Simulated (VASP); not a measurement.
# TlPbF3 in VASP: further runs

Aim: see how the results for TlPbF3 move with the level of theory and the settings. Levels: r2SCAN, PBE. Tasks: single point.

All numbers are computed with VASP 6.6.1; they aren't measurements. Logs are shortened: lines on timing, memory, paths and dates and some standing lists are left out, and cuts for length are marked.

## Step 1: The cell of the first run

The structure is tetragonal, space group P4/mmm (No. 123). Conventional cell: a = 4.826 Å, b = 4.826 Å, c = 4.759 Å, α = 90.00°, β = 90.00°, γ = 90.00°. Within 4.5 Å of Tl (site symmetry 4/mmm) lie 12 F at 3.39 to 3.41 Å and 8 Pb at 4.16 Å. Within 3.1 Å of Pb (site symmetry 4/mmm) lie 6 F at 2.38 to 2.41 Å. F (site symmetry 4/mmm) has 2 Pb at 2.38 Å within 3.1 Å. F (site symmetry mmm) has 2 Pb at 2.41 Å within 3.2 Å.

## Step 2: Single point, r2SCAN (epitaxial xy strain +1.0%)

POSCAR

```
TlPbF3
1.0
    4.8259725893      0.0000000000      0.0000000000
    0.0000000000      4.8259725893      0.0000000000
    0.0000000000      0.0000000000      4.7589260140
Tl Pb F
1 1 3
Direct
    0.0000000000      0.0000000000      0.0000000000
    0.5000000000      0.5000000000      0.5000000000
    0.5000000000      0.5000000000      0.0000000000
    0.5000000000      0.0000000000      0.5000000000
    0.0000000000      0.5000000000      0.5000000000
```

INCAR.step1

```
ALGO = Normal
EDIFF = 1E-4
ENCUT = 520
GGA = PE
ISMEAR = 0
LASPH = True
LCHARG = False
LREAL = False
LWAVE = True
NBANDS = 32
NELM = 100
PREC = Accurate
SIGMA = 0.01
```

INCAR.step2

```
ALGO = Normal
EDIFF = 1E-6
ENCUT = 520
ISIF = 2
ISMEAR = 0
ISTART = 1
LASPH = True
LCHARG = False
LMIXTAU = True
LREAL = False
LWAVE = False
METAGGA = R2SCAN
NBANDS = 32
NELM = 100
PREC = Accurate
SIGMA = 0.01
```

KPOINTS

```
k-points
0
Gamma
  6 6 6
```

Potentials or basis: VASP PAW PBE potentials, release 64 (Tl_d, Pb_d, F).

The run is started by

```bash
> cat potpaw_PBE.64/Tl_d/POTCAR potpaw_PBE.64/Pb_d/POTCAR potpaw_PBE.64/F/POTCAR > POTCAR
> cp INCAR.step1 INCAR
> mpirun -np 1 vasp_std > vasp.out
> cp INCAR.step2 INCAR
> mpirun -np 1 vasp_std > vasp.out
```

OUTCAR:

```text
EDIFF = 1E-6
   ENCUT = 520
   ISIF = 2
   ISMEAR = 0
   ISTART = 1
   LASPH = True
   LREAL = False
   METAGGA = R2SCAN
   NELM = 100
   PREC = Accurate

 ion  position               nearest neighbor table
   1  0.000  0.000  0.000-
   2  0.500  0.500  0.500-   3 2.38   3 2.38   5 2.41   4 2.41   4 2.41   5 2.41
   3  0.500  0.500  0.000-   2 2.38   2 2.38
   4  0.500  0.000  0.500-   2 2.41   2 2.41
   5  0.000  0.500  0.500-   2 2.41   2 2.41

  LATTYP: Found a simple tetragonal cell.
 ALAT       =     4.8259725893
 C/A-ratio  =     0.9861071372

  Lattice vectors:

 A1 = (   4.8259725893,   0.0000000000,   0.0000000000)
 A2 = (   0.0000000000,   4.8259725893,   0.0000000000)
 A3 = (   0.0000000000,   0.0000000000,   4.7589260140)

Analysis of symmetry for initial positions (statically):
=====================================================================
 Subroutine PRICEL returns:
 Original cell was already a primitive cell.

 Routine SETGRP: Setting up the symmetry group for a
 simple tetragonal supercell.

 Subroutine GETGRP returns: Found 16 space group operations
 (whereof 16 operations were pure point group operations)
 out of a pool of 16 trial point group operations.

The static configuration has the point symmetry D_4h.

Analysis of symmetry for dynamics (positions and initial velocities):
=====================================================================
 Subroutine PRICEL returns:
 Original cell was already a primitive cell.

 Routine SETGRP: Setting up the symmetry group for a
 simple tetragonal supercell.

 Subroutine GETGRP returns: Found 16 space group operations
 (whereof 16 operations were pure point group operations)
 out of a pool of 16 trial point group operations.

The dynamic configuration has the point symmetry D_4h.

 Subroutine INISYM returns: Found 16 space group operations
 (whereof 16 operations are pure point group operations),
 and found     1 'primitive' translations

----------------------------------------------------------------------------------------

                                     Primitive cell

  volume of cell :     110.8354

  direct lattice vectors                    reciprocal lattice vectors
     4.825972589  0.000000000  0.000000000     0.207212118  0.000000000  0.000000000
     0.000000000  4.825972589  0.000000000     0.000000000  0.207212118  0.000000000
     0.000000000  0.000000000  4.758926014     0.000000000  0.000000000  0.210131445

  length of vectors
     4.825972589  4.825972589  4.758926014     0.207212118  0.207212118  0.210131445

  position of ions in fractional coordinates (direct lattice)
     0.000000000  0.000000000  0.000000000
     0.500000000  0.500000000  0.500000000
     0.500000000  0.500000000  0.000000000
     0.500000000  0.000000000  0.500000000
     0.000000000  0.500000000  0.500000000

  ion indices of the primitive-cell ions
   primitive index   ion index
                 1           1
                 2           2
                 3           3
                 4           4
                 5           5

----------------------------------------------------------------------------------------

 KPOINTS: k-points

Automatic generation of k-mesh.
 Grid dimensions read from file:
 generate k-points for:    6    6    6

 Generating k-lattice:

  Cartesian coordinates                     Fractional coordinates (reciprocal lattice)
     0.034535353  0.000000000  0.000000000     0.166666667  0.000000000  0.000000000
     0.000000000  0.034535353  0.000000000     0.000000000  0.166666667  0.000000000
     0.000000000  0.000000000  0.035021908     0.000000000  0.000000000  0.166666667

  Length of vectors
     0.034535353  0.034535353  0.035021908

  Shift w.r.t. Gamma in fractional coordinates (k-lattice)
     0.000000000  0.000000000  0.000000000

 Subroutine IBZKPT returns following result:
 ===========================================

 Found     40 irreducible k-points:

 Following reciprocal coordinates:
            Coordinates               Weight
  0.000000  0.000000  0.000000      1.000000
  0.166667  0.000000  0.000000      4.000000
  0.333333  0.000000  0.000000      4.000000
  0.500000  0.000000  0.000000      2.000000
  0.166667  0.166667  0.000000      4.000000
  0.333333  0.166667  0.000000      8.000000
[... 16 lines left out ...]
  0.333333  0.000000  0.333333      8.000000
  0.500000  0.000000  0.333333      4.000000
 [... further k-points ...]
   k-points           NKPTS =     40   k-points in BZ     NKDIM =     40   number of bands    NBANDS=     32
   number of dos      NEDOS =    301   number of ions     NIONS =      5
   total plane-waves  NPLWV =  46656
   dimension x,y,z NGX =    36 NGY =   36 NGZ =   36
   dimension x,y,z NGXF=    72 NGYF=   72 NGZF=   72
   ions per type =               1   1   3
   NGX,Y,Z   is equivalent  to a cutoff of  12.40, 12.40, 12.58 a.u.
   NGXF,Y,Z  is equivalent  to a cutoff of  24.80, 24.80, 25.15 a.u.
 SYSTEM =  unknown system
   PREC   = accura    normal or accurate (medium, high low for compatibility)
   ISTART =      1    job   : 0-new  1-cont  2-samecut
   ICHARG =      0    charge: 1-file 2-atom 10-const
   ISPIN  =      1    spin polarized calculation?
   LNONCOLLINEAR =      F non collinear calculations
   LSORBIT =      F    spin-orbit coupling
   LASPH  =      T    aspherical Exc in radial PAW
   ENCUT  =  520.0 eV  38.22 Ry    6.18 a.u.   8.97  8.97  8.85*2*pi/ulx,y,z
   NELM   =    100;   NELMIN=  2; NELMDL=  0     # of ELM steps
   EDIFF  = 0.1E-05   stopping-criterion for ELM
   LREAL  =      F    real-space projection
   EDIFFG = 0.1E-04   stopping-criterion for IOM
   NSW    =      0    number of steps for IOM
   IBRION =     -1    ionic relax: 0-MD 1-quasi-New 2-CG
   NFREE  =      0    steps in history (QN), initial steepest desc. (CG)
   ISIF   =      2    stress and relaxation
   ISYM   =      2    0-nonsym 1-usesym 2-fastsym
   POTIM  = 0.5000    time-step for ionic-motion
   TEBEG  =    0.0;   TEEND  =   0.0 temperature during run
   PSTRESS=    0.0 pullay stress
   NELECT =      48.0000    total number of electrons
   NUPDOWN=      -1.0000    fix difference up-down
   EMIN   =  10.00;   EMAX   =-10.00  energy-range for DOS
   EFERMI =   0.00;   METHOD = LEGACY
   ISMEAR =     0;   SIGMA  =   0.01  broadening in eV -4-tet -1-fermi 0-gaus
   EFERMI_NEDOS =   21; number of points for ismear=-14 and -15
   IALGO  =     38    algorithm
   IMIX   =      4    mixing-type and parameters
     AMIX     =   0.40;   BMIX     =  1.00
     AMIX_MAG =   1.60;   BMIX_MAG =  1.00
  volume/ion in A,a.u.               =      22.17       149.59
  Fermi-wavevector in a.u.,A,eV,Ry     =   1.238594  2.340604 20.872908  1.534115
  Thomas-Fermi vector in A             =   2.373113
   LORBIT       =      0    0 simple, 1 ext, 2 COOP (PROOUT), +10 PAW based schemes
   METAGGA = R2SCAN    functional components
   LHFCALC =     F    Hartree Fock is set to
   AEXX    =    0.0000 exact exchange contribution
   IVDW    =     0    specifies the selected vdW correction
   LEPSILON=     F    determine dielectric tensor
   LRPA    =     F    only Hartree local field effects (RPA)
 non-spin polarized calculation
 Gauss-broadening in eV      SIGMA  =   0.01
  energy-cutoff  :      520.00
  volume of cell :      110.84
 maximum number of plane-waves:      3012
 NGX is ok and might be reduce to    36
   NGX = 17   NGY = 17   NGZ = 17

 number of electron      47.9999978 magnetization

 Free energy of the ion-electron system (eV)
  ---------------------------------------------------
  ext. energy  EPLUGINS =         0.00000000
  ---------------------------------------------------
  free energy    TOTEN  =      -129.58346695 eV

  energy without entropy =     -129.58346695  energy(sigma->0) =     -129.58346695

 E-fermi :   2.6156     XC(G=0):  -9.0983

 val. band max:        2.4856102776   @ k =   0.5000   0.5000   0.5000
 cond. band min:       4.4077559644   @ k =   0.5000   0.5000   0.0000
 fundamental gap:      1.9221456868
 Fermi energy:         2.6156315160

 k-point     1 :       0.0000    0.0000    0.0000
  band No.  band energies     occupation
      1     -21.5817      2.00000
      2     -21.4302      2.00000
      3     -21.3810      2.00000
      4     -14.0081      2.00000
      5     -14.0008      2.00000
      6     -14.0008      2.00000
[... 24 lines left out ...]
     31      10.2561      0.00000
     32      10.3987      0.00000

 k-point     2 :       0.1667    0.0000    0.0000
  band No.  band energies     occupation
      1     -21.5740      2.00000
      2     -21.4235      2.00000
      3     -21.3765      2.00000
      4     -14.0102      2.00000
      5     -14.0030      2.00000
      6     -14.0008      2.00000
[... 24 lines left out ...]
     31      10.4322      0.00000
     32      10.9892      0.00000

 k-point     3 :       0.3333    0.0000    0.0000
  band No.  band energies     occupation
      1     -21.5613      2.00000
      2     -21.4119      2.00000
      3     -21.3615      2.00000
      4     -14.0144      2.00000
      5     -14.0072      2.00000
      6     -14.0006      2.00000
[... 24 lines left out ...]
     31      10.8488      0.00000
     32      12.3098      0.00000

 k-point     4 :       0.5000    0.0000    0.0000
  band No.  band energies     occupation
      1     -21.5558      2.00000
      2     -21.4077      2.00000
      3     -21.3507      2.00000
      4     -14.0165      2.00000
      5     -14.0093      2.00000
      6     -14.0004      2.00000
[... 654 lines left out ...]
     31      11.3614      0.00000
     32      12.4763      0.00000

 k-point    23 :       0.3333    0.0000    0.3333
  band No.  band energies     occupation
      1     -21.4859      2.00000
      2     -21.4193      2.00000
      3     -21.3604      2.00000
      4     -14.0174      2.00000
      5     -14.0156      2.00000
      6     -14.0143      2.00000
[... 24 lines left out ...]
     31      11.7595      0.00000
     32      13.1223      0.00000

 k-point    24 :       0.5000    0.0000    0.3333
  band No.  band energies     occupation
      1     -21.4820      2.00000
      2     -21.4144      2.00000
      3     -21.3494      2.00000
      4     -14.0615      2.00000
      5     -14.0180      2.00000
      6     -14.0165      2.00000
[... 24 lines left out ...]
     31      11.8954      0.00000
     32      13.0516      0.00000

 [... further k-points ...]

------------------------ aborting loop because EDIFF is reached ----------------------------------------

  FORCE on cell =-STRESS in cart. coord.  units (eV):
  Direction    XX          YY          ZZ          XY          YZ          ZX
  --------------------------------------------------------------------------------------
  -------------------------------------------------------------------------------------
  Total       -0.7885466     -0.7885466     -0.0175073      0.0000000      0.0000000      0.0000000
  in kB      -11.3988046    -11.3988046     -0.2530761      0.0000000      0.0000000      0.0000000
  external PRESSURE =      -7.6835618 kB  Pullay stress =       0.0000000 kB

 VOLUME and BASIS-vectors are now :
 -----------------------------------------------------------------------------
  energy-cutoff  :      520.00
  volume of cell :      110.84
      direct lattice vectors                 reciprocal lattice vectors
     4.825972589  0.000000000  0.000000000     0.207212118  0.000000000  0.000000000
     0.000000000  4.825972589  0.000000000     0.000000000  0.207212118  0.000000000
     0.000000000  0.000000000  4.758926014     0.000000000  0.000000000  0.210131445

 POSITION                                       TOTAL-FORCE (eV/Angst)
 -----------------------------------------------------------------------------------
      0.00000      0.00000      0.00000         0.000000      0.000000      0.000000
      2.41299      2.41299      2.37946         0.000000      0.000000      0.000000
      2.41299      2.41299      0.00000         0.000000      0.000000      0.000000
      2.41299      0.00000      2.37946         0.000000      0.000000      0.000000
      0.00000      2.41299      2.37946         0.000000      0.000000      0.000000
 -----------------------------------------------------------------------------------
    total drift:                                0.000000      0.000000      0.000000

  FREE ENERGIE OF THE ION-ELECTRON SYSTEM (eV)
  ---------------------------------------------------
  free  energy   TOTEN  =      -129.5834669514 eV

  energy  without entropy=     -129.5834669514  energy(sigma->0) =     -129.58346695
```

Wall time 8.2 min (1 thread of Intel Xeon 8259CL, shared host); peak memory 0.31 GiB.

Results:

```
Free energy            : -129.5835 eV
Pressure               : -0.8 GPa
Band gap on the k mesh : 1.92 eV (least direct gap 2.87 eV)
```

Stress tensor (GPa, compression positive):
```
-1.14  0.00  0.00
 0.00 -1.14  0.00
 0.00  0.00 -0.03
```

Levels at points of the mesh, in eV from the valence-band top:
| k point | band 22 | band 23 | band 24 | band 25 | band 26 | band 27 |
| --- | --- | --- | --- | --- | --- | --- |
| (0.00, 0.00, 0.00) | -4.02 | -4.02 | -3.99 | 3.99 | 3.99 | 4.10 |
| (0.50, 0.00, 0.00) | -3.99 | -3.54 | -2.19 | 2.18 | 4.01 | 4.11 |
| (0.50, 0.50, 0.00) | -3.71 | -3.56 | -1.03 | 1.92 | 1.92 | 3.99 |
| (0.00, 0.00, 0.50) | -3.99 | -3.49 | -2.10 | 2.14 | 4.01 | 4.01 |
| (0.50, 0.00, 0.50) | -3.75 | -3.61 | -0.95 | 1.93 | 1.99 | 3.91 |
| (0.50, 0.50, 0.50) | -3.74 | -3.72 | 0.00 | 3.14 | 3.18 | 3.18 |

Caveat: the cell differs from its parent crystal (epitaxial xy strain +1.0%); the PAW data sets were made with another functional, which shifts forces and pressure a little; spin-orbit coupling is left out, which moves the levels of the heavy elements.

## Step 3: Single point, PBE

This run uses another cell than the first one, of 21.82 Å³/atom.

INCAR

```
PREC = Accurate
ENCUT = 520
EDIFF = 1E-7
ISMEAR = -1
SIGMA = 0.02
LREAL = False
LASPH = True
NELM = 60
ALGO = Normal
ISIF = 2
LWAVE = False
LCHARG = False
GGA = PE
NBANDS = 32
```

KPOINTS

```
regular mesh
0
Gamma
  6 6 6
```

POSCAR: that of step 2 with these lines changed.

```diff
@@ -2,5 +2,5 @@
 1.0
-    4.8259725893      0.0000000000      0.0000000000
-    0.0000000000      4.8259725893      0.0000000000
-    0.0000000000      0.0000000000      4.7589260140
+    4.7781906825      0.0000000000      0.0000000000
+    0.0000000000      4.7781906825      0.0000000000
+    0.0000000000      0.0000000000      4.7781906825
 Tl Pb F
```

Potentials or basis: VASP PAW PBE potentials, release 64 (Tl_d, Pb_d, F).

The run is started by

```bash
> cat potpaw_PBE.64/Tl_d/POTCAR potpaw_PBE.64/Pb_d/POTCAR potpaw_PBE.64/F/POTCAR > POTCAR
> mpirun -np 1 vasp_std > vasp.out
```

It took 28 s on 1 thread of Intel Xeon Platinum 8559C (Emerald Rapids), shared host; peak memory 0.24 GiB.

It converged, with:

| Quantity | Value |
| --- | --- |
| Free energy | -21.4607 eV |
| Pressure | 1.9 GPa |
| Band gap on the k mesh | 1.62 eV (least direct gap 2.58 eV) |

Levels at points of the mesh, in eV from the valence-band top:
```tsv
k point	band 22	band 23	band 24	band 25	band 26	band 27
(0.00, 0.00, 0.00)	-3.89	-3.89	-3.89	3.66	3.66	3.66
(0.50, 0.00, 0.00)	-3.89	-3.42	-2.13	1.84	3.67	3.67
(0.50, 0.50, 0.00)	-3.59	-3.51	-0.96	1.62	1.62	3.55
(0.50, 0.50, 0.50)	-3.60	-3.60	0.00	2.86	2.86	2.86
```

Caveat: spin-orbit coupling is left out, which moves the levels of the heavy elements.

[end of part 1 of 2]
